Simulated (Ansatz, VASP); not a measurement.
# Two plane-wave programs on AlNi

INCAR

```
SYSTEM = AlNi
PREC = Accurate
ENCUT = 520
EDIFF = 1E-6
ISMEAR = 0
SIGMA = 0.15
LREAL = .FALSE.
LASPH = .TRUE.
NELM = 100
ALGO = Fast
ISIF = 2
LWAVE = .FALSE.
LCHARG = .FALSE.
GGA = PE
NBANDS = 14
```

File KPOINTS:

```
regular mesh
0
G
  16 16 16
  0 0 0
```

Contents of POSCAR:

```
AlNi
1.0
    2.1107312062     -2.1106962774      0.0000000000
    2.1107312062      2.1106962774      0.0000000000
    0.0000000000      0.0000000000      3.1325000000
Al Ni
1 1
Direct
    0.0000000000      0.0000000000      0.0000000000
    0.5000000000      0.5000000000      0.5000000000
```

Input for Ansatz:

```yaml
crystal:
  lattice:
    - [2.1107312062, -2.1106962774, 0.0]
    - [2.1107312062, 2.1106962774, 0.0]
    - [0.0, 0.0, 3.1325]
  atoms:
    - { symbol: Al, position: [0.0, 0.0, 0.0] }
    - { symbol: Ni, position: [0.5, 0.5, 0.5] }
basis:
  ecutwfc: 520.0
kpoints:
  mp_grid: { grid: [16, 16, 16] }
hamiltonian:
  xc: pbe
  pseudopotentials: { kind: paw, azcp: { folder: soft_1 } }
scf:
  occupations: { method: gaussian, width: 0.15 }
output:
  forces: true
  stress: true
  eigenvalues: true
```

Alike in both runs: task single point; functional PBE; k mesh 16 × 16 × 16; occupations gaussian, width 0.15 eV; no spin polarisation.

```csv
,VASP,Ansatz
version,VASP 6.6.1,Ansatz 0.2.0
potentials or method,"VASP PAW PBE potentials, release 64 (Al, Ni), cutoff 520 eV","scalar-relativistic, plane waves, PAW"
valence electrons in the cell,13,21
```

```tsv
	VASP	Ansatz	Ansatz less VASP
gap on the k mesh at the Fermi level (eV)	none	none	-
pressure (GPa)	-16.5	-16.5	0.00
traceless stress, the component that is largest in VASP (GPa)	-1.28	-1.25	+0.036
```

A gap of «none» marks a metal or a gap that the smearing closes. With one functional, cell and mesh, what is left measures potentials, basis and numerics. VASP's potentials hold 13 valence electrons a cell and Ansatz's 21, so a difference there can come from the potentials and not from the codes. Ansatz's warnings: near symmetry operations not taken.
